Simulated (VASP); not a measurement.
# ZnCu: single point with r2SCAN

Crystal: ZnCu.

```
Zn Cu
1.0
     2.92907    0.00000    0.00000
     0.00000    2.92907    0.00000
     0.00000    0.00000    2.92907
Zn Cu
1 1
Direct
  0.00000 0.00000 0.00000
  0.50000 0.50000 0.50000
```

- Program: VASP 6.6.1
- Task: single point
- Functional: r2SCAN
- Potentials or basis: VASP PAW PBE potentials, release 64 (Zn, Cu)
- Cutoff: 520 eV
- k mesh: 14 × 14 × 14
- Occupations: fermi-dirac, width 0.1 eV
- Spin: no spin polarisation
- Dipole correction: no
- Further INCAR settings: ALGO = Normal; EDIFF = 1e-07; NBANDS = 18

```json
{
  "Pressure": "-0.7 GPa",
  "Band gap on the k mesh": "zero (an odd number of electrons rules out a gap without spin polarisation)"
}
```

Levels at points of the mesh, in eV from the Fermi level:
```
           k point  band 8  band 9  band 10  band 11  band 12  band 13  band 14  band 15  band 16  band 17
(0.00, 0.00, 0.00)   -3.79   -2.88    -2.88    -2.88     6.67     6.67     6.67    11.60    11.60    13.42
(0.50, 0.00, 0.00)   -3.91   -3.45    -3.45    -2.96    -2.12    12.47    12.47    13.06    13.06    13.92
(0.50, 0.50, 0.00)   -3.04   -3.04    -2.65    -2.07    -2.07     1.99     2.32    14.96    16.42    16.42
(0.50, 0.50, 0.50)   -4.54   -2.63    -2.63     4.49     4.50     4.50     4.50     4.71     4.71     4.71
```

It took 3.4 min on 1 thread of Intel Xeon 8259CL, with other jobs on the host, peak memory 0.19 GiB.

Caveat: the PAW data sets were made with another functional, which shifts forces and pressure a little.
